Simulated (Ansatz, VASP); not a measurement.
**Two plane-wave programs on Zn4HO4**

```
Zn O H
1.0
     5.60988    0.00000    0.00000
     0.00000    5.60988    0.00000
     0.00000    0.00000    3.27903
Zn O H
4 4 1
Direct
  0.18163 0.18163 0.50000
  0.81837 0.81837 0.50000
  0.68163 0.31837 0.00000
  0.31837 0.68163 0.00000
  0.81847 0.18153 0.50000
  0.18153 0.81847 0.50000
  0.68153 0.68153 0.00000
  0.31847 0.31847 0.00000
  0.99992 0.94337 0.50000
```

Alike in both runs: task single point; functional PBE; k mesh 4 × 4 × 8; occupations gaussian, width 0.05 eV; no spin polarisation.

```csv
,VASP,Ansatz
version,VASP 6.6.1,Ansatz 0.2.0
potentials or method,"VASP PAW PBE potentials, release 64 (Zn, O, H), cutoff 520 eV","scalar-relativistic, plane waves, PAW"
valence electrons in the cell,73,73
```

Ansatz gave:

* gap on the k mesh at the Fermi level (eV): none
* pressure (GPa): 14.6
* traceless stress, the component that is largest in VASP (GPa): 9.90
* rms of the force components (eV/Å): 2.505

**Question.** Estimate VASP's values.

**Answer.** gap on the k mesh at the Fermi level (eV): none; pressure (GPa): 15.7; traceless stress, the component that is largest in VASP (GPa): 9.96; rms of the force components (eV/Å): 2.549.

Atom by atom the forces differ by 0.051 eV/Å (rms over components). A gap of «none» marks a metal or a gap that the smearing closes. The functional is the same, so the differences come from potentials, cutoffs and numerics.
